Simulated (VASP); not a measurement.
# Ag (P6_3/mmc) in VASP: a series of runs

Ag is run at these levels: r2SCAN; tasks: single point.

Program: VASP 6.6.1. These are calculated values, not measurements. Logs are shortened: lines on timing, memory, paths and dates and some standing lists are left out, and cuts for length are marked.

**1. The cell of the first run**

The structure is hexagonal, space group P6_3/mmc (No. 194). Conventional cell: a = 2.870 Å, b = 2.870 Å, c = 4.692 Å, α = 90.00°, β = 90.00°, γ = 120.00°. Within 3.8 Å of Ag (site symmetry -6m2) lie 12 Ag at 2.87 Å.

This isn't the form of Ag at room conditions, which is fcc.

**2. Single point, r2SCAN**

Input file POSCAR:

```
Ag
1.0
    2.8701872985      0.0000000000      0.0000000000
   -1.4350936493      2.4856551142      0.0000000000
    0.0000000000      0.0000000000      4.6922174607
Ag
2
Direct
    0.6666666667      0.3333333333      0.7500000000
    0.3333333333      0.6666666667      0.2500000000
```

Input file INCAR.step1:

```
PREC = Accurate ; ENCUT = 520
ISMEAR = -1 ; SIGMA = 0.05
LREAL = False ; LASPH = True
NELM = 100 ; NBANDS = 18
GGA = PE ; ALGO = Normal
EDIFF = 1E-4 ; LWAVE = True
LCHARG = False
```

Input file INCAR.step2:

```
PREC = Accurate ; ENCUT = 520
EDIFF = 1E-6 ; ISMEAR = -1
SIGMA = 0.05 ; LREAL = False
LASPH = True ; NELM = 100
ALGO = Normal ; ISIF = 2
LWAVE = False ; LCHARG = False
METAGGA = R2SCAN ; LMIXTAU = True
NBANDS = 18 ; ISTART = 1
```

Input file KPOINTS:

```
regular mesh
0
Gamma
  10 10 6
```

Potentials or basis: VASP PAW PBE potentials, release 64 (Ag).

Command:

```console
$ cat potpaw_PBE.64/Ag/POTCAR > POTCAR
$ cp INCAR.step1 INCAR
$ mpirun -np 1 vasp_std > vasp.out
$ cp INCAR.step2 INCAR
$ mpirun -np 1 vasp_std > vasp.out
```

OUTCAR:

```text
PREC = Accurate
   ENCUT = 520
   EDIFF = 1E-6
   ISMEAR = -1
   LREAL = False
   LASPH = True
   NELM = 100
   ISIF = 2
   METAGGA = R2SCAN
   ISTART = 1

 ion  position               nearest neighbor table
   1  0.667  0.333  0.750-   2 2.87   2 2.87   2 2.87   2 2.87   2 2.87   2 2.87
   2  0.333  0.667  0.250-   1 2.87   1 2.87   1 2.87   1 2.87   1 2.87   1 2.87

  LATTYP: Found a hexagonal cell.
 ALAT       =     2.8701872985
 C/A-ratio  =     1.6348122867

  Lattice vectors:

 A1 = (   2.8701872985,   0.0000000000,   0.0000000000)
 A2 = (  -1.4350936493,   2.4856551142,   0.0000000000)
 A3 = (   0.0000000000,   0.0000000000,   4.6922174607)

Analysis of symmetry for initial positions (statically):
=====================================================================
 Subroutine PRICEL returns:
 Original cell was already a primitive cell.

 Routine SETGRP: Setting up the symmetry group for a
 hexagonal supercell.

 Subroutine GETGRP returns: Found 24 space group operations
 (whereof 12 operations were pure point group operations)
 out of a pool of 24 trial point group operations.

The static configuration has the point symmetry D_3d.
 The point group associated with its full space group is D_6h.

Analysis of symmetry for dynamics (positions and initial velocities):
=====================================================================
 Subroutine PRICEL returns:
 Original cell was already a primitive cell.

 Routine SETGRP: Setting up the symmetry group for a
 hexagonal supercell.

 Subroutine GETGRP returns: Found 24 space group operations
 (whereof 12 operations were pure point group operations)
 out of a pool of 24 trial point group operations.

The dynamic configuration has the point symmetry D_3d.
 The point group associated with its full space group is D_6h.

 Subroutine INISYM returns: Found 24 space group operations
 (whereof 12 operations are pure point group operations),
 and found     1 'primitive' translations

----------------------------------------------------------------------------------------

                                     Primitive cell

  volume of cell :      33.4757

  direct lattice vectors                    reciprocal lattice vectors
     2.870187298  0.000000000  0.000000000     0.348409318  0.201154214  0.000000000
    -1.435093649  2.485655114  0.000000000     0.000000000  0.402308427  0.000000000
     0.000000000  0.000000000  4.692217461     0.000000000  0.000000000  0.213118852

  length of vectors
     2.870187298  2.870187299  4.692217461     0.402308427  0.402308427  0.213118852

  position of ions in fractional coordinates (direct lattice)
     0.666666667  0.333333333  0.750000000
     0.333333333  0.666666667  0.250000000

  ion indices of the primitive-cell ions
   primitive index   ion index
                 1           1
                 2           2

----------------------------------------------------------------------------------------

 KPOINTS: regular mesh

Automatic generation of k-mesh.
 Grid dimensions read from file:
 generate k-points for:   10   10    6

 Generating k-lattice:

  Cartesian coordinates                     Fractional coordinates (reciprocal lattice)
     0.034840932  0.020115421  0.000000000     0.100000000 -0.000000000  0.000000000
     0.000000000  0.040230843  0.000000000     0.000000000  0.100000000  0.000000000
     0.000000000  0.000000000  0.035519809     0.000000000  0.000000000  0.166666667

  Length of vectors
     0.040230843  0.040230843  0.035519809

  Shift w.r.t. Gamma in fractional coordinates (k-lattice)
     0.000000000  0.000000000  0.000000000

 Subroutine IBZKPT returns following result:
 ===========================================

 Found     56 irreducible k-points:

 Following reciprocal coordinates:
            Coordinates               Weight
  0.000000  0.000000  0.000000      1.000000
  0.100000  0.000000  0.000000      6.000000
  0.200000  0.000000  0.000000      6.000000
  0.300000  0.000000  0.000000      6.000000
  0.400000  0.000000  0.000000      6.000000
  0.500000  0.000000  0.000000      3.000000
[... 16 lines left out ...]
  0.300000  0.100000  0.166667     24.000000
  0.400000  0.100000  0.166667     24.000000
 [... further k-points ...]
   k-points           NKPTS =     56   k-points in BZ     NKDIM =     56   number of bands    NBANDS=     18
   number of dos      NEDOS =    301   number of ions     NIONS =      2
   total plane-waves  NPLWV =  20736
   dimension x,y,z NGX =    24 NGY =   24 NGZ =   36
   dimension x,y,z NGXF=    48 NGYF=   48 NGZF=   72
   ions per type =               2
   NGX,Y,Z   is equivalent  to a cutoff of  13.90, 13.90, 12.75 a.u.
   NGXF,Y,Z  is equivalent  to a cutoff of  27.80, 27.80, 25.51 a.u.
 SYSTEM =  unknown system
   PREC   = accura    normal or accurate (medium, high low for compatibility)
   ISTART =      1    job   : 0-new  1-cont  2-samecut
   ICHARG =      0    charge: 1-file 2-atom 10-const
   ISPIN  =      1    spin polarized calculation?
   LNONCOLLINEAR =      F non collinear calculations
   LSORBIT =      F    spin-orbit coupling
   LASPH  =      T    aspherical Exc in radial PAW
   ENCUT  =  520.0 eV  38.22 Ry    6.18 a.u.   5.34  5.34  8.72*2*pi/ulx,y,z
   NELM   =    100;   NELMIN=  2; NELMDL=  0     # of ELM steps
   EDIFF  = 0.1E-05   stopping-criterion for ELM
   LREAL  =      F    real-space projection
   EDIFFG = 0.1E-04   stopping-criterion for IOM
   NSW    =      0    number of steps for IOM
   IBRION =     -1    ionic relax: 0-MD 1-quasi-New 2-CG
   NFREE  =      0    steps in history (QN), initial steepest desc. (CG)
   ISIF   =      2    stress and relaxation
   ISYM   =      2    0-nonsym 1-usesym 2-fastsym
   POTIM  = 0.5000    time-step for ionic-motion
   TEBEG  =    0.0;   TEEND  =   0.0 temperature during run
   PSTRESS=    0.0 pullay stress
   NELECT =      22.0000    total number of electrons
   NUPDOWN=      -1.0000    fix difference up-down
   EMIN   =  10.00;   EMAX   =-10.00  energy-range for DOS
   EFERMI =   0.00;   METHOD = LEGACY
   ISMEAR =    -1;   SIGMA  =   0.05  broadening in eV -4-tet -1-fermi 0-gaus
   EFERMI_NEDOS =   21; number of points for ismear=-14 and -15
   IALGO  =     38    algorithm
   IMIX   =      4    mixing-type and parameters
     AMIX     =   0.40;   BMIX     =  1.00
     AMIX_MAG =   1.60;   BMIX_MAG =  1.00
  volume/ion in A,a.u.               =      16.74       112.95
  Fermi-wavevector in a.u.,A,eV,Ry     =   1.423331  2.689706 27.563659  2.025872
  Thomas-Fermi vector in A             =   2.543940
   LORBIT       =      0    0 simple, 1 ext, 2 COOP (PROOUT), +10 PAW based schemes
   METAGGA = R2SCAN    functional components
   LHFCALC =     F    Hartree Fock is set to
   AEXX    =    0.0000 exact exchange contribution
   IVDW    =     0    specifies the selected vdW correction
   LEPSILON=     F    determine dielectric tensor
   LRPA    =     F    only Hartree local field effects (RPA)
 non-spin polarized calculation
  energy-cutoff  :      520.00
  volume of cell :       33.48
 maximum number of plane-waves:       917
 NGX is ok and might be reduce to    24
   NGX = 11   NGY = 11   NGZ = 17

 number of electron      21.9999997 magnetization

 Free energy of the ion-electron system (eV)
  ---------------------------------------------------
  ext. energy  EPLUGINS =         0.00000000
  ---------------------------------------------------
  free energy    TOTEN  =       -42.68226317 eV

  energy without entropy =      -42.67677332  energy(sigma->0) =      -42.67951824

 E-fermi :   8.7001     XC(G=0): -13.0923

 val. band max:        8.4852528651   @ k =   0.3000   0.0000   0.3333
 cond. band min:       8.7480789044   @ k =   0.3000   0.2000   0.3333
 fundamental gap:      0.2628260394
 Fermi energy:         8.7000894259

 k-point     1 :       0.0000    0.0000    0.0000
  band No.  band energies     occupation
      1       0.5917      2.00000
      2       1.8405      2.00000
      3       3.4756      2.00000
      4       3.5785      2.00000
      5       3.5785      2.00000
      6       3.8299      2.00000
[... 10 lines left out ...]
     17      27.9547      0.00000
     18      27.9547      0.00000

 k-point     2 :       0.1000    0.0000    0.0000
  band No.  band energies     occupation
      1       0.8792      2.00000
      2       2.0018      2.00000
      3       3.3224      2.00000
      4       3.7083      2.00000
      5       3.7331      2.00000
      6       3.7964      2.00000
[... 10 lines left out ...]
     17      27.3038      0.00000
     18      28.4075      0.00000

 k-point     3 :       0.2000    0.0000    0.0000
  band No.  band energies     occupation
      1       1.6219      2.00000
      2       2.2932      2.00000
      3       3.1905      2.00000
      4       3.4949      2.00000
      5       3.6402      2.00000
      6       3.9074      2.00000
[... 10 lines left out ...]
     17      26.2136      0.00000
     18      27.5198      0.00000

 k-point     4 :       0.3000    0.0000    0.0000
  band No.  band energies     occupation
      1       2.1435      2.00000
      2       2.3023      2.00000
      3       2.8412      2.00000
      4       3.6116      2.00000
      5       3.6908      2.00000
      6       3.7486      2.00000
[... 10 lines left out ...]
     17      24.0656      0.00000
     18      26.5779      0.00000

 k-point     5 :       0.4000    0.0000    0.0000
  band No.  band energies     occupation
      1       1.9642      2.00000
      2       2.3107      2.00000
      3       2.3991      2.00000
      4       3.5328      2.00000
      5       3.8886      2.00000
      6       3.9479      2.00000
[... 10 lines left out ...]
     17      21.0223      0.00000
     18      25.6271      0.00000

 k-point     6 :       0.5000    0.0000    0.0000
  band No.  band energies     occupation
      1       1.8723      2.00000
      2       2.2466      2.00000
      3       2.2738      2.00000
      4       3.4756      2.00000
      5       3.8281      2.00000
      6       4.0478      2.00000
[... 10 lines left out ...]
     17      19.9487      0.00000
     18      25.2825      0.00000

 k-point     7 :       0.1000    0.1000    0.0000
  band No.  band energies     occupation
      1       1.4092      2.00000
      2       2.2596      2.00000
      3       3.1360      2.00000
      4       3.6916      2.00000
      5       3.7354      2.00000
      6       3.8733      2.00000
[... 10 lines left out ...]
     17      27.3459      0.00000
     18      27.4860      0.00000

 k-point     8 :       0.2000    0.1000    0.0000
  band No.  band energies     occupation
      1       2.1821      2.00000
      2       2.4447      2.00000
      3       3.1039      2.00000
      4       3.1059      2.00000
      5       3.6542      2.00000
      6       3.6734      2.00000
[... 10 lines left out ...]
     17      25.9550      0.00000
     18      26.4920      0.00000
[... 229 lines left out ...]
     17      22.7925      0.00000
     18      25.7519      0.00000

 k-point    20 :       0.5000    0.0000    0.1667
  band No.  band energies     occupation
      1       1.9228      2.00000
      2       1.9401      2.00000
      3       2.6608      2.00000
      4       3.2698      2.00000
      5       3.5851      2.00000
      6       4.1436      2.00000
[... 10 lines left out ...]
     17      20.6025      0.00000
     18      25.4383      0.00000

 k-point    21 :       0.1000    0.1000    0.1667
  band No.  band energies     occupation
      1       1.5968      2.00000
      2       2.3332      2.00000
      3       3.1620      2.00000
      4       3.4965      2.00000
      5       3.5895      2.00000
      6       3.8254      2.00000
[... 10 lines left out ...]
     17      26.2327      0.00000
     18      28.0845      0.00000

 k-point    22 :       0.2000    0.1000    0.1667
  band No.  band energies     occupation
      1       2.2240      2.00000
      2       2.5246      2.00000
      3       3.0258      2.00000
      4       3.2010      2.00000
      5       3.4957      2.00000
      6       3.8800      2.00000
[... 10 lines left out ...]
     17      25.3790      0.00000
     18      27.1727      0.00000

 k-point    23 :       0.3000    0.1000    0.1667
  band No.  band energies     occupation
      1       2.1911      2.00000
      2       2.3374      2.00000
      3       2.9088      2.00000
      4       3.1639      2.00000
      5       3.6366      2.00000
      6       3.9287      2.00000
[... 10 lines left out ...]
     17      24.1163      0.00000
     18      24.7195      0.00000

 k-point    24 :       0.4000    0.1000    0.1667
  band No.  band energies     occupation
      1       2.0372      2.00000
      2       2.1228      2.00000
      3       2.7766      2.00000
      4       3.2338      2.00000
      5       3.5039      2.00000
      6       4.1612      2.00000
[... 10 lines left out ...]
     17      21.7300      0.00000
     18      23.8435      0.00000

 [... further k-points ...]

------------------------ aborting loop because EDIFF is reached ----------------------------------------

  FORCE on cell =-STRESS in cart. coord.  units (eV):
  Direction    XX          YY          ZZ          XY          YZ          ZX
  --------------------------------------------------------------------------------------
  -------------------------------------------------------------------------------------
  Total        0.9617493      0.9617493      0.8109087     -0.0000000      0.0000000      0.0000000
  in kB       46.0302373     46.0302373     38.8108654     -0.0000000      0.0000000      0.0000000
  external PRESSURE =      43.6237800 kB  Pullay stress =       0.0000000 kB

 VOLUME and BASIS-vectors are now :
 -----------------------------------------------------------------------------
  energy-cutoff  :      520.00
  volume of cell :       33.48
      direct lattice vectors                 reciprocal lattice vectors
     2.870187298  0.000000000  0.000000000     0.348409318  0.201154214  0.000000000
    -1.435093649  2.485655114  0.000000000     0.000000000  0.402308427  0.000000000
     0.000000000  0.000000000  4.692217461     0.000000000  0.000000000  0.213118852

 POSITION                                       TOTAL-FORCE (eV/Angst)
 -----------------------------------------------------------------------------------
      1.43509      0.82855      3.51916         0.000000      0.000000      0.000000
     -0.00000      1.65710      1.17305        -0.000000     -0.000000      0.000000
 -----------------------------------------------------------------------------------
    total drift:                               -0.000000      0.000000     -0.000000

  FREE ENERGIE OF THE ION-ELECTRON SYSTEM (eV)
  ---------------------------------------------------
  free  energy   TOTEN  =       -42.6822631665 eV

  energy  without entropy=      -42.6767733193  energy(sigma->0) =      -42.67951824
```

Wall time 2.3 min (1 thread of Intel Xeon 8259CL, shared host); peak memory 0.18 GiB.

What came out:

```
Free energy            : -42.6823 eV
Pressure               : 4.4 GPa
Band gap on the k mesh : zero (bands 11 and 12 overlap by 7.07 eV)
```

Caveat: the cell stands under pressure; the PAW data sets were made with another functional, which shifts forces and pressure a little.

**3. Single point, r2SCAN**

This run uses another cell than the first one, of 17.09 Å³/atom.

Input file POSCAR:

```
Ag
1.0
    2.8904005511      0.0000000000      0.0000000000
   -1.4452002756      2.5031603044      0.0000000000
    0.0000000000      0.0000000000      4.7252623344
Ag
2
Direct
    0.6666666667      0.3333333333      0.7500000000
    0.3333333333      0.6666666667      0.2500000000
```

Input file INCAR.step1:

```
SYSTEM = Ag
PREC = Accurate ; ENCUT = 520
ISMEAR = -1 ; SIGMA = 0.05
LREAL = .FALSE. ; LASPH = .TRUE.
NELM = 100 ; NBANDS = 18
GGA = PE ; ALGO = Normal
EDIFF = 1E-4 ; LWAVE = .TRUE.
LCHARG = .FALSE.
```

Input file INCAR.step2:

```
SYSTEM = Ag
PREC = Accurate ; ENCUT = 520
EDIFF = 1E-6 ; ISMEAR = -1
SIGMA = 0.05 ; LREAL = .FALSE.
LASPH = .TRUE. ; NELM = 100
ALGO = Normal ; ISIF = 2
LWAVE = .FALSE. ; LCHARG = .FALSE.
METAGGA = R2SCAN ; LMIXTAU = .TRUE.
NBANDS = 18 ; ISTART = 1
```

Input file KPOINTS:

```
regular mesh
0
G
  10 10 6
  0 0 0
```

Potentials or basis: VASP PAW PBE potentials, release 64 (Ag).

Command:

```console
$ cat potpaw_PBE.64/Ag/POTCAR > POTCAR
$ cp INCAR.step1 INCAR
$ mpirun -np 1 vasp_std > vasp.out
$ cp INCAR.step2 INCAR
$ mpirun -np 1 vasp_std > vasp.out
```

It took 2.2 min on 1 thread of Intel Xeon 8259CL, shared host; peak memory 0.18 GiB.

It converged, with:

```
Free energy            : -42.6961 eV
Pressure               : 1.8 GPa
Band gap on the k mesh : zero (bands 11 and 12 overlap by 6.99 eV)
```

Stress tensor (GPa, compression positive):
```
2.07 0.00 0.00
0.00 2.07 0.00
0.00 0.00 1.35
```

Levels at points of the mesh, in eV from the Fermi level:
```
           k point  band 9  band 10  band 11  band 12  band 13  band 14
(0.00, 0.00, 0.00)   -4.44    -3.42    -3.42    -0.33     3.67    16.29
(0.50, 0.00, 0.00)   -3.23    -3.13     0.12     1.59     7.18     7.42
(0.00, 0.00, 0.50)   -3.74    -3.74    -3.74    -3.74    11.51    11.51
(0.50, 0.00, 0.50)   -3.19    -3.19     0.85     0.85     4.74     4.74
```

Caveat: the PAW data sets were made with another functional, which shifts forces and pressure a little.
